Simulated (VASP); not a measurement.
Se: electric field gradients with LDA

Se:

```
Se
1.0
     4.36620   -0.04366   -0.04366
    -2.22091    3.80307   -0.01598
    -0.04954   -0.04954    4.95360
Se
3
Direct
  0.22540 0.00000 0.33333
  0.00000 0.22540 0.66667
  0.77460 0.77460 0.00000
```

This cell differs from its parent crystal: equal xy, yz and zx shear strains of -2 %.

```yaml
Program: VASP 6.6.1
Task: electric field gradients
Functional: LDA
Potentials_or_basis: VASP PAW LDA potentials, release 64 (Se)
Cutoff: 520 eV
k_mesh: 6 × 6 × 5
Occupations: fermi-dirac, width 0.03 eV
Spin: no spin polarisation
Dipole_correction: no
Further_INCAR_settings: ALGO = Normal; EDIFF = 1e-08; NBANDS = 16
```

```yaml
Pressure: -0.9 GPa
Largest_force: 0.556 eV/Å
Band_gap_on_the_k_mesh: 1.05 eV (least direct gap 1.38 eV)
Largest_electric_field_gradient_by_atom: Se -482.4, -509.1, -486.9 V/Å²
```

Forces on the atoms (eV/Å):
```
Se   0.370  0.167  0.340
Se  -0.041  0.076  0.036
Se  -0.329 -0.244 -0.376
```

Stress tensor (GPa, compression positive):
```
-1.00  0.73  1.46
 0.73 -1.87  1.00
 1.46  1.00  0.06
```

Levels at points of the mesh, in eV from the valence-band top:
```tsv
k point	band 6	band 7	band 8	band 9	band 10	band 11	band 12	band 13
(0.00, 0.00, 0.00)	-3.71	-2.02	-1.99	-0.36	1.71	1.88	2.26	5.88
(0.50, 0.00, 0.00)	-3.46	-2.81	-1.74	-0.98	1.80	2.24	4.33	5.07
(0.00, 0.50, 0.00)	-3.42	-2.95	-1.76	-0.95	1.85	2.36	3.99	5.17
(0.50, 0.50, 0.00)	-3.38	-2.93	-1.75	-0.90	1.87	2.40	4.00	5.18
```

Electric field gradients, principal values (V/Å²):
| atom | least | middle | greatest (by size) |
| --- | --- | --- | --- |
| 1 Se | 157.118 | 325.328 | -482.446 |
| 2 Se | 174.246 | 334.881 | -509.127 |
| 3 Se | 159.462 | 327.444 | -486.907 |

It took 43 s on 1 thread of AMD EPYC 9R45 96-Core Processor (Zen 5), on a shared host, peak memory 0.19 GiB.

Caveat: the cell differs from its parent crystal (equal xy, yz and zx shear strains of -2 %); without QUAD_EFG the Cq values of the log hold for a quadrupole moment of 1 mb, not for the nuclei. A k mesh can miss the band edges.
